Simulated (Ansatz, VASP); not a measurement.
BN: VASP beside Ansatz

The input INCAR:

```
SYSTEM = BN
PREC = Accurate ; ENCUT = 520
EDIFF = 1E-6 ; ISMEAR = -1
SIGMA = 0.05 ; LREAL = .FALSE.
LASPH = .TRUE. ; NELM = 80
ALGO = Normal ; ISIF = 2
LWAVE = .FALSE. ; LCHARG = .FALSE.
GGA = CA ; NBANDS = 16
```

File KPOINTS:

```
regular mesh
0
G
  12 12 4
  0 0 0
```

The input POSCAR:

```
BN
1.0
    2.4982400000      0.0000000000      0.0000000000
   -1.2491200000      2.1635393048      0.0000000000
    0.0000000000      0.0000000000      6.6357000000
N B
2 2
Direct
    0.6666666667      0.3333333333      0.2500000000
    0.3333333333      0.6666666667      0.7500000000
    0.6666666667      0.3333333333      0.7500000000
    0.3333333333      0.6666666667      0.2500000000
```

input.yaml

```yaml
crystal:
  lattice:
    - [2.49824, 0.0, 0.0]
    - [-1.24912, 2.1635393048, 0.0]
    - [0.0, 0.0, 6.6357]
  atoms:
    - { symbol: "N", position: [0.6666666667, 0.3333333333, 0.25] }
    - { symbol: "N", position: [0.3333333333, 0.6666666667, 0.75] }
    - { symbol: B, position: [0.6666666667, 0.3333333333, 0.75] }
    - { symbol: B, position: [0.3333333333, 0.6666666667, 0.25] }
hamiltonian:
  xc: lda
  pseudopotentials: { kind: paw }
kpoints:
  mp_grid: { grid: [12, 12, 4] }
  band_path:
    path:
      - [[0.0, 0.0, 0.0], [0.5, 0.0, 0.0], [0.3333333333, 0.3333333333, 0.0], [0.0, 0.0, 0.0], [0.0, 0.0, 0.5], [0.5, 0.0, 0.5], [0.3333333333, 0.3333333333, 0.5], [0.0, 0.0, 0.5]]
      - [[0.5, 0.0, 0.5], [0.5, 0.0, 0.0]]
      - [[0.3333333333, 0.3333333333, 0.0], [0.3333333333, 0.3333333333, 0.5]]
    npoints: 14
scf:
  occupations: { method: fermi_dirac, width: 0.05 }
  n_extra_bands: 10
output:
  forces: true
  stress: true
  eigenvalues: true
  fatbands: false
  write_density: true
  write_potential: true
  elf: true
  volumetric_format: npy
```

Alike in both runs: functional LDA; k mesh 12 × 12 × 4; occupations fermi-dirac, width 0.05 eV; no spin polarisation.

|  | VASP | Ansatz |
| --- | --- | --- |
| version | VASP 6.6.1 | Ansatz 0.2.0 |
| potentials or method | VASP PAW LDA potentials, release 64 (N, B) | Ansatz PAW |
| plane-wave cutoff (eV) | 520 | 420 |
| valence electrons in the cell | 16 | 16 |
| task | single point | band structure |

```csv
,VASP,Ansatz,Ansatz less VASP
gap on the k mesh at the Fermi level (eV),4.09,4.10,+0.017
least direct gap on the mesh (eV),4.51,4.52,+0.011
pressure (GPa),-2.5,-2.9,-0.44
"traceless stress, the component that is largest in VASP (GPa)",1.77,2.39,+0.617
```

LDA's correlation is that of Perdew and Zunger in VASP and of Perdew and Wang (1992) in Ansatz.
